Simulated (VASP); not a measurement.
# Ti15CO32 (a cell with a defect) in VASP: single point with PBE

Aim: the single point of Ti15CO32 (a cell with a defect) with PBE.

All numbers are computed with VASP 6.6.1; they aren't measurements. Logs are shortened: lines on timing, memory, paths and dates and some standing lists are left out, and cuts for length are marked.

## 1. The cell of the first run

The cell holds a defect, 48 atoms: a = 8.673 Å, b = 8.673 Å, c = 8.673 Å, α = 116.79°, β = 100.95°, γ = 111.05°.

## 2. Single point, PBE

The input, INCAR:

```
ALGO = Normal
EDIFF = 1E-6
ENCUT = 520
GGA = PE
ISIF = 2
ISMEAR = -1
LASPH = T
LCHARG = F
LREAL = Auto
LUSENCCL = F
LWAVE = F
NBANDS = 218
NELM = 100
PREC = Accurate
SIGMA = 0.01
```

The input, KPOINTS:

```
k-points
0
Gamma
  3 3 3
```

The input, POSCAR:

```
Ti15CO32
1.0
   -4.5453495500      5.5196194400      4.9091968600
    4.5453495500     -5.5196194400      4.9091968600
    4.5453495500      5.5196194400     -4.9091968600
C Ti O
1 15 32
Direct
    0.7114954650      0.6250000000      0.5864954650
    0.2114954650      0.1250000000      0.5864954650
    0.2114954650      0.6250000000      0.0864954650
    0.7114954650      0.1250000000      0.0864954650
    0.5385045350      0.1250000000      0.4135045350
    0.0385045350      0.6250000000      0.4135045350
    0.0385045350      0.1250000000      0.9135045350
    0.5385045350      0.6250000000      0.9135045350
    0.2885045350      0.3750000000      0.4135045350
    0.7885045350      0.8750000000      0.4135045350
    0.7885045350      0.3750000000      0.9135045350
    0.2885045350      0.8750000000      0.9135045350
    0.4614954650      0.3750000000      0.0864954650
    0.9614954650      0.8750000000      0.0864954650
    0.9614954650      0.3750000000      0.5864954650
    0.4614954650      0.8750000000      0.5864954650
    0.3498131400      0.4049501500      0.6734123700
    0.8498131400      0.9049501500      0.6734123700
    0.8498131400      0.4049501500      0.1734123700
    0.3498131400      0.9049501500      0.1734123700
    0.9001868600      0.5735992300      0.5551370100
    0.4001868600      0.0735992300      0.5551370100
    0.4001868600      0.5735992300      0.0551370100
    0.9001868600      0.0735992300      0.0551370100
    0.7315377800      0.6764007700      0.8265876300
    0.2315377800      0.1764007700      0.8265876300
    0.2315377800      0.6764007700      0.3265876300
    0.7315377800      0.1764007700      0.3265876300
    0.5184622200      0.3450498500      0.4448629900
    0.0184622200      0.8450498500      0.4448629900
    0.0184622200      0.3450498500      0.9448629900
    0.5184622200      0.8450498500      0.9448629900
    0.4815377800      0.6549501500      0.5551370100
    0.9815377800      0.1549501500      0.5551370100
    0.9815377800      0.6549501500      0.0551370100
    0.4815377800      0.1549501500      0.0551370100
    0.2684622200      0.3235992300      0.1734123700
    0.7684622200      0.8235992300      0.1734123700
    0.7684622200      0.3235992300      0.6734123700
    0.2684622200      0.8235992300      0.6734123700
    0.0998131400      0.4264007700      0.4448629900
    0.5998131400      0.9264007700      0.4448629900
    0.5998131400      0.4264007700      0.9448629900
    0.0998131400      0.9264007700      0.9448629900
    0.6501868600      0.5950498500      0.3265876300
    0.1501868600      0.0950498500      0.3265876300
    0.1501868600      0.5950498500      0.8265876300
    0.6501868600      0.0950498500      0.8265876300
```

Potentials or basis: VASP PAW PBE potentials, release 64 (C, Ti_sv, O).

Command:

```sh
cat potpaw_PBE.64/C/POTCAR potpaw_PBE.64/Ti_sv/POTCAR potpaw_PBE.64/O/POTCAR > POTCAR
mpirun -np 1 vasp_std > vasp.out
```

OUTCAR:

```text
EDIFF = 1E-6
   ENCUT = 520
   GGA = PE
   ISIF = 2
   ISMEAR = -1
   LASPH = T
   LREAL = Auto
   NELM = 100
   PREC = Accurate

 ion  position               nearest neighbor table
   1  0.711  0.625  0.586-  21 1.88  25 1.88  29 1.95  18 1.95
   2  0.211  0.125  0.586-  22 1.88  26 1.88  30 1.95  17 1.95  34 2.09  46 2.09
   3  0.211  0.625  0.086-  23 1.88  27 1.88  31 1.95  20 1.95  35 2.09  47 2.09
   4  0.711  0.125  0.086-  24 1.88  28 1.88  32 1.95  19 1.95  36 2.09  48 2.09
   5  0.539  0.125  0.414-  20 1.88  29 1.88  28 1.95  22 1.95  42 2.09  39 2.09
   6  0.039  0.625  0.414-  19 1.88  30 1.88  27 1.95  21 1.95  41 2.09  40 2.09
   7  0.039  0.125  0.914-  18 1.88  31 1.88  26 1.95  24 1.95  44 2.09  37 2.09
   8  0.539  0.625  0.914-  17 1.88  32 1.88  25 1.95  23 1.95  43 2.09  38 2.09
   9  0.289  0.375  0.414-  41 1.88  37 1.88  33 1.95  46 1.95  17 2.09  29 2.09
  10  0.789  0.875  0.414-  42 1.88  38 1.88  34 1.95  45 1.95  18 2.09  30 2.09
  11  0.789  0.375  0.914-  43 1.88  39 1.88  35 1.95  48 1.95  19 2.09  31 2.09
  12  0.289  0.875  0.914-  44 1.88  40 1.88  36 1.95  47 1.95  20 2.09  32 2.09
  13  0.461  0.375  0.086-  45 1.88  36 1.88  37 1.95  43 1.95  23 2.09  26 2.09
  14  0.961  0.875  0.086-  46 1.88  35 1.88  38 1.95  44 1.95  24 2.09  25 2.09
  15  0.961  0.375  0.586-  47 1.88  34 1.88  39 1.95  41 1.95  21 2.09  28 2.09
  16  0.461  0.875  0.586-  48 1.88  33 1.88  40 1.95  42 1.95  22 2.09  27 2.09
  17  0.350  0.405  0.673-   8 1.88   2 1.95   9 2.09
  18  0.850  0.905  0.673-   7 1.88   1 1.95  10 2.09
  19  0.850  0.405  0.173-   6 1.88   4 1.95  11 2.09
  20  0.350  0.905  0.173-   5 1.88   3 1.95  12 2.09
  21  0.900  0.574  0.555-   1 1.88   6 1.95  15 2.09
  22  0.400  0.074  0.555-   2 1.88   5 1.95  16 2.09
[... 8 lines left out ...]
  31  0.018  0.345  0.945-   7 1.88   3 1.95  11 2.09
  32  0.518  0.845  0.945-   8 1.88   4 1.95  12 2.09
  33  0.482  0.655  0.555-  16 1.88   9 1.95
  34  0.982  0.155  0.555-  15 1.88  10 1.95   2 2.09
  35  0.982  0.655  0.055-  14 1.88  11 1.95   3 2.09
  36  0.482  0.155  0.055-  13 1.88  12 1.95   4 2.09
  37  0.268  0.324  0.173-   9 1.88  13 1.95   7 2.09
  38  0.768  0.824  0.173-  10 1.88  14 1.95   8 2.09
  39  0.768  0.324  0.673-  11 1.88  15 1.95   5 2.09
  40  0.268  0.824  0.673-  12 1.88  16 1.95   6 2.09
  41  0.100  0.426  0.445-   9 1.88  15 1.95   6 2.09
  42  0.600  0.926  0.445-  10 1.88  16 1.95   5 2.09
  43  0.600  0.426  0.945-  11 1.88  13 1.95   8 2.09
  44  0.100  0.926  0.945-  12 1.88  14 1.95   7 2.09
  45  0.650  0.595  0.327-  13 1.88  10 1.95
  46  0.150  0.095  0.327-  14 1.88   9 1.95   2 2.09
  47  0.150  0.595  0.827-  15 1.88  12 1.95   3 2.09
  48  0.650  0.095  0.827-  16 1.88  11 1.95   4 2.09

  LATTYP: Found a body centered orthorhombic cell.
 ALAT       =     9.0906991000
 B/A-ratio  =     1.0800482572
 C/A-ratio  =     1.2143443269

  Lattice vectors:

 A1 = (  -4.5453495500,  -5.5196194400,   4.9091968600)
 A2 = (   4.5453495500,  -5.5196194400,  -4.9091968600)
 A3 = (   4.5453495500,   5.5196194400,   4.9091968600)

Analysis of symmetry for initial positions (statically):
=====================================================================
 Subroutine PRICEL returns:
 Original cell was already a primitive cell.

 Routine SETGRP: Setting up the symmetry group for a
 body centered orthorhombic supercell.

 Subroutine GETGRP returns: Found  2 space group operations
 (whereof  1 operations were pure point group operations)
 out of a pool of  8 trial point group operations.

The static configuration has the point symmetry C_1 .
 The point group associated with its full space group is C_2 .

Analysis of symmetry for dynamics (positions and initial velocities):
=====================================================================
 Subroutine PRICEL returns:
 Original cell was already a primitive cell.

 Routine SETGRP: Setting up the symmetry group for a
 body centered orthorhombic supercell.

 Subroutine GETGRP returns: Found  2 space group operations
 (whereof  1 operations were pure point group operations)
 out of a pool of  8 trial point group operations.

The dynamic configuration has the point symmetry C_1 .
 The point group associated with its full space group is C_2 .

 Subroutine INISYM returns: Found  2 space group operations
 (whereof  1 operations are pure point group operations),
[... 72 lines left out ...]
                 5           5
                 6           6
[... 40 lines left out ...]
                47          47
                48          48

----------------------------------------------------------------------------------------

 KPOINTS: k-points

Automatic generation of k-mesh.
 Grid dimensions read from file:
 generate k-points for:    3    3    3

 Generating k-lattice:

  Cartesian coordinates                     Fractional coordinates (reciprocal lattice)
     0.000000000  0.030195318  0.033949885     0.333333333  0.000000000 -0.000000000
     0.036667514  0.000000000  0.033949885     0.000000000  0.333333333 -0.000000000
     0.036667514  0.030195318  0.000000000     0.000000000  0.000000000  0.333333333

  Length of vectors
     0.045435140  0.049971004  0.047500145

  Shift w.r.t. Gamma in fractional coordinates (k-lattice)
     0.000000000  0.000000000  0.000000000

 Subroutine IBZKPT returns following result:
 ===========================================

 Found     10 irreducible k-points:

 Following reciprocal coordinates:
            Coordinates               Weight
  0.000000  0.000000  0.000000      1.000000
  0.333333  0.000000  0.000000      4.000000
  0.000000  0.333333  0.000000      2.000000
 -0.333333  0.000000  0.333333      2.000000
  0.333333  0.333333  0.000000      4.000000
  0.333333  0.000000  0.333333      4.000000
 -0.333333  0.333333  0.000000      4.000000
 -0.333333  0.333333  0.333333      2.000000
  0.333333 -0.333333  0.333333      2.000000
 -0.333333 -0.333333  0.333333      2.000000
   k-points           NKPTS =     10   k-points in BZ     NKDIM =     10   number of bands    NBANDS=    218
   number of dos      NEDOS =    301   number of ions     NIONS =     48
   total plane-waves  NPLWV = 343000
   dimension x,y,z NGX =    70 NGY =   70 NGZ =   70
   dimension x,y,z NGXF=   140 NGYF=  140 NGZF=  140
   ions per type =               1  15  32
   NGX,Y,Z   is equivalent  to a cutoff of  13.42, 13.42, 13.42 a.u.
   NGXF,Y,Z  is equivalent  to a cutoff of  26.83, 26.83, 26.83 a.u.
 SYSTEM =  unknown system
   PREC   = accura    normal or accurate (medium, high low for compatibility)
   ISTART =      0    job   : 0-new  1-cont  2-samecut
   ICHARG =      2    charge: 1-file 2-atom 10-const
   ISPIN  =      1    spin polarized calculation?
   LNONCOLLINEAR =      F non collinear calculations
   LSORBIT =      F    spin-orbit coupling
   LASPH  =      T    aspherical Exc in radial PAW
   ENCUT  =  520.0 eV  38.22 Ry    6.18 a.u.  16.13 16.13 16.13*2*pi/ulx,y,z
   NELM   =    100;   NELMIN=  2; NELMDL= -5     # of ELM steps
   EDIFF  = 0.1E-05   stopping-criterion for ELM
   LREAL  =      T    real-space projection
   EDIFFG = 0.1E-04   stopping-criterion for IOM
   NSW    =      0    number of steps for IOM
   IBRION =     -1    ionic relax: 0-MD 1-quasi-New 2-CG
   NFREE  =      0    steps in history (QN), initial steepest desc. (CG)
   ISIF   =      2    stress and relaxation
   ISYM   =      2    0-nonsym 1-usesym 2-fastsym
   POTIM  = 0.5000    time-step for ionic-motion
   TEBEG  =    0.0;   TEEND  =   0.0 temperature during run
   PSTRESS=    0.0 pullay stress
   NELECT =     376.0000    total number of electrons
   NUPDOWN=      -1.0000    fix difference up-down
   EMIN   =  10.00;   EMAX   =-10.00  energy-range for DOS
   EFERMI =   0.00;   METHOD = LEGACY
   ISMEAR =    -1;   SIGMA  =   0.01  broadening in eV -4-tet -1-fermi 0-gaus
   EFERMI_NEDOS =   21; number of points for ismear=-14 and -15
   IALGO  =     38    algorithm
   IMIX   =      4    mixing-type and parameters
     AMIX     =   0.40;   BMIX     =  1.00
     AMIX_MAG =   1.60;   BMIX_MAG =  1.00
  volume/ion in A,a.u.               =      10.26        69.26
  Fermi-wavevector in a.u.,A,eV,Ry     =   1.496081  2.827183 30.453361  2.238259
  Thomas-Fermi vector in A             =   2.608143
   LORBIT       =      0    0 simple, 1 ext, 2 COOP (PROOUT), +10 PAW based schemes
   GGA     = PE    functional components
   LHFCALC =     F    Hartree Fock is set to
   AEXX    =    0.0000 exact exchange contribution
   IVDW    =     0    specifies the selected vdW correction
   LEPSILON=     F    determine dielectric tensor
   LRPA    =     F    only Hartree local field effects (RPA)
 non-spin polarized calculation
  energy-cutoff  :      520.00
  volume of cell :      492.66
 maximum number of plane-waves:     13312
 NGX is ok and might be reduce to    70
   NGX = 33   NGY = 33   NGZ = 33

 number of electron     375.9999994 magnetization

 Free energy of the ion-electron system (eV)
  ---------------------------------------------------
  ext. energy  EPLUGINS =         0.00000000
  ---------------------------------------------------
  free energy    TOTEN  =      -416.00879296 eV

  energy without entropy =     -416.00879296  energy(sigma->0) =     -416.00879296

 E-fermi :   4.7272     XC(G=0): -11.4533

 val. band max:        4.4354224626   @ k =   0.0000   0.0000   0.0000
 cond. band min:       5.0271504432   @ k =   0.0000   0.3333   0.0000
 fundamental gap:      0.5917279806
 Fermi energy:         4.7271861809

 k-point     1 :       0.0000    0.0000    0.0000
  band No.  band energies     occupation
      1     -52.0814      2.00000
      2     -52.0759      2.00000
      3     -52.0758      2.00000
      4     -52.0702      2.00000
      5     -52.0563      2.00000
      6     -52.0524      2.00000
[... 2019 lines left out ...]
    199       7.4022      0.00000
    200       7.4755      0.00000
 [bands above 200 left out]

------------------------ aborting loop because EDIFF is reached ----------------------------------------

  FORCE on cell =-STRESS in cart. coord.  units (eV):
  Direction    XX          YY          ZZ          XY          YZ          ZX
  --------------------------------------------------------------------------------------
  -------------------------------------------------------------------------------------
  Total        4.2828474      6.3022995      3.4364274      0.0000000      0.0000000      1.1382653
  in kB       13.9282425     20.4957001     11.1756012      0.0000000      0.0000000      3.7017512
  external PRESSURE =      15.1998479 kB  Pullay stress =       0.0000000 kB

 VOLUME and BASIS-vectors are now :
 -----------------------------------------------------------------------------
  energy-cutoff  :      520.00
  volume of cell :      492.66
      direct lattice vectors                 reciprocal lattice vectors
    -4.545349550  5.519619440  4.909196860     0.000000000  0.090585955  0.101849654
     4.545349550 -5.519619440  4.909196860     0.110002541  0.000000000  0.101849654
     4.545349550  5.519619440 -4.909196860     0.110002541  0.090585955  0.000000000

 POSITION                                       TOTAL-FORCE (eV/Angst)
 -----------------------------------------------------------------------------------
      2.27267      3.71465      3.68190        -0.000000      1.276447     -0.000000
      2.27267      3.71465     -1.22730        -0.000000      0.311426     -0.000000
      2.27267     -1.80497      3.68190        -0.000000      0.034059     -0.000000
     -2.27267      3.71465      3.68190        -0.000000      0.082413     -0.000000
      0.00000      4.56478      1.22730         0.021042      0.168174      0.226370
      4.54535     -0.95484      1.22730         0.293462     -0.431765     -0.050601
[... 40 lines left out ...]
      5.77919      2.10697     -0.39937        -0.067199      0.043979     -0.016183
      1.23384      7.62659     -0.39937        -0.007038     -0.042266      0.045727
 -----------------------------------------------------------------------------------
    total drift:                                0.000000     -0.001825      0.000000

  FREE ENERGIE OF THE ION-ELECTRON SYSTEM (eV)
  ---------------------------------------------------
  free  energy   TOTEN  =      -416.0087929571 eV

  energy  without entropy=     -416.0087929571  energy(sigma->0) =     -416.00879296
```

Run time: 7.5 min. Hardware: 1 × NVIDIA H100 80GB with 1 thread of Intel Xeon Platinum 8481C at 2.70GHz (Sapphire Rapids), shared host; peak memory 1.9 GiB.

What came out:

- Free energy: -416.0088 eV
- Pressure: 1.5 GPa
- Largest force: 2.806 eV/Å
- Band gap on the k mesh: 0.59 eV

Forces in eV/Å, atoms in the order of the input:
```
C    0.000  1.276  0.000
Ti   0.000  0.311  0.000
Ti   0.000  0.034  0.000
Ti   0.000  0.082  0.000
Ti   0.021  0.168  0.226
Ti   0.293 -0.432 -0.051
Ti  -0.021  0.168 -0.226
Ti  -0.293 -0.432  0.051
Ti   0.073  0.074  0.347
Ti  -0.073  0.074 -0.347
Ti   0.012 -0.084 -0.062
Ti  -0.012 -0.084  0.062
Ti   0.057  0.276 -0.134
Ti  -0.430 -0.262  0.254
Ti   0.430 -0.262 -0.254
Ti  -0.057  0.276  0.134
O    0.101  0.006 -0.034
O   -1.126  0.194 -1.694
O   -0.014 -0.014  0.058
O    0.088 -0.007 -0.006
O    2.024 -1.475 -1.265
O    0.100 -0.078 -0.049
O    0.077  0.005 -0.028
O    0.113  0.030 -0.005
O   -2.024 -1.475  1.265
O   -0.100 -0.078  0.049
O   -0.077  0.005  0.028
O   -0.113  0.030  0.005
O    1.126  0.194  1.694
O   -0.101  0.006  0.034
O   -0.088 -0.007  0.006
O    0.014 -0.014 -0.058
O   -0.346  0.652  0.186
O   -0.033  0.157 -0.208
O    0.067  0.044  0.016
O    0.007 -0.042 -0.046
O    0.008 -0.029 -0.060
O   -0.171 -0.107  0.049
O   -0.068  0.040  0.026
O   -0.004  0.031 -0.007
O    0.171 -0.107 -0.049
O   -0.008 -0.029  0.060
O    0.004  0.031  0.007
O    0.068  0.040 -0.026
O    0.346  0.652 -0.186
O    0.033  0.157  0.208
O   -0.067  0.044 -0.016
O   -0.007 -0.042  0.046
```

Stress tensor (GPa, compression positive):
```
1.39 0.00 0.37
0.00 2.05 0.00
0.37 0.00 1.12
```
